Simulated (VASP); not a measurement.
Write the native input for VASP 6.6.1 that does the following.

```
Task                   : single point
Functional             : PBE
Dispersion             : D3(BJ)
Potentials or basis    : VASP PAW PBE potentials, release 64 (Al, Si)
Cutoff                 : 520 eV
k mesh                 : 5 × 4 × 1
Occupations            : gaussian, width 0.1 eV
Spin                   : no spin polarisation
Dipole correction      : yes
Further INCAR settings : LREAL = Auto; ALGO = Normal; EDIFF = 1e-07; NBANDS = 56
```

The structure of Al24Si lies in POSCAR:

```
Al24Si
1.0
    5.6324246406      0.0000000000      0.0000000000
    0.0000000000      7.9654513158      0.0000000000
    0.0000000000      0.0000000000     26.0405308008
Al Si
24 1
Direct
    0.2499999716      0.2500000215      0.3264142373
    0.2499999716      0.7499999389      0.3264142373
    0.7499999147      0.2500000215      0.3264142373
    0.7499999147      0.7499999389      0.3264142373
    0.4999999431      0.5000000429      0.3804878662
    0.4999999431      0.0000000000      0.3804878662
    0.0000000000      0.5000000429      0.3804878662
    0.0000000000      0.0000000000      0.3804878662
    0.7499999147      0.7499999389      0.4345614952
    0.7499999147      0.2500000215      0.4345614952
    0.2499999716      0.7499999389      0.4345614952
    0.2499999716      0.2500000215      0.4345614952
    0.0025076234     -0.0079640183      0.4911662169
    0.0025078010      0.5079650656      0.4911656409
    0.4974924972     -0.0079638928      0.4911661401
    0.4974923197      0.5079649400      0.4911655641
    0.2499997940      0.2500002726      0.5412091677
    0.2499999716      0.7500009432      0.5575028831
    0.7499997372      0.2500022812      0.5415026717
    0.7499993821      0.7499995623      0.5505016818
    0.5044669359      0.4863990559      0.6008491578
    0.5044664032      0.0136024935      0.6008485434
   -0.0044693008      0.4863980516      0.6008492730
   -0.0044689457      0.0136034979      0.6008486586
    0.2499999716      1.2500006095      0.6409980322
```

One way to write it, as run:

INCAR

```
PREC     = Accurate       # precision mode
ENCUT    = 520            # plane-wave cutoff, eV
EDIFF    = 1E-7           # SCF threshold, eV
ISMEAR   = 0              # smearing method
SIGMA    = 0.1            # smearing width, eV
LREAL    = Auto         
LASPH    = T              # aspherical terms in the spheres
NELM     = 80             # most SCF steps
ALGO     = Normal         # electronic algorithm
ISIF     = 2              # what is computed and relaxed
LWAVE    = F              # write WAVECAR
LCHARG   = T              # write CHGCAR
LDIPOL   = T            
IDIPOL   = 3            
DIPOL    = 0.5 0.5 0.471
GGA      = PE             # functional
IVDW     = 12             # dispersion correction
LELF     = T              # ELF
LVHAR    = T            
LVACPOTAV= T            
NBANDS   = 56             # bands
```

KPOINTS

```
Automatic mesh
0
Gamma
  5 4 1
```

Potentials or basis: VASP PAW PBE potentials, release 64 (Al, Si).

Run with:

```sh
$ cat potpaw_PBE.64/Al/POTCAR potpaw_PBE.64/Si/POTCAR > POTCAR
$ mpirun -np 1 vasp_std > vasp.out
```

Results of the run:

- Largest force: 0.363 eV/Å
- Band gap on the k mesh: zero (bands 38 and 39 overlap by 0.63 eV)
- Dispersion energy per atom: -0.254 eV

Run time: 14 min on 1 thread of Intel(R) Xeon(R) 6975P-C (Granite Rapids) (shared host), peak memory 1.1 GiB.
